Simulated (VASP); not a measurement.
A run of VASP 6.6.1:

The input INCAR:

```
ALGO     = Normal         # electronic algorithm
EDIFF    = 1E-6           # SCF threshold, eV
ENCUT    = 520            # plane-wave cutoff, eV
GGA      = PE             # functional
ISIF     = 2              # what is computed and relaxed
ISMEAR   = 0              # smearing method
LASPH    = True           # aspherical terms in the spheres
LCHARG   = True           # write CHGCAR
LELF     = True           # ELF
LREAL    = False          # projectors in reciprocal space
LVHAR    = True         
LWAVE    = False          # write WAVECAR
NBANDS   = 35             # bands
NELM     = 80             # most SCF steps
PREC     = Accurate       # precision mode
SIGMA    = 0.1            # smearing width, eV
```

KPOINTS

```
k-points
0
Gamma
  6 6 2
```

The input POSCAR:

```
CdF2
1.0
    3.3520147213      0.0032796896     -0.0049124321
   -1.6732142699      2.8967001569      0.0254027253
   -0.0162769116      0.0822685719     10.2092472365
Cd F
2 4
Direct
    0.3349537110      0.6684459110      0.2500968671
    0.6650481379      0.3315581521      0.7499044474
    0.3324109403      0.6690780692      0.6277620471
    0.6706958930      0.3405294734      0.1279521081
    0.3293196199      0.6596620066      0.8720485835
    0.6675716979      0.3307263878      0.3722359468
```

Potentials or basis: VASP PAW PBE potentials, release 64 (Cd, F).

Command:

```bash
$ cat potpaw_PBE.64/Cd/POTCAR potpaw_PBE.64/F/POTCAR > POTCAR
$ mpirun -np 1 vasp_std > vasp.out
```

Hardware: 1 thread of Intel(R) Xeon(R) 6975P-C (Granite Rapids), with other jobs on the host.

Q: How long does it take, and how much memory?

A: It took 88 s on 1 thread of Intel(R) Xeon(R) 6975P-C (Granite Rapids) (shared host), peak memory 0.29 GiB. Counts: scf iterations 15, k points 40.
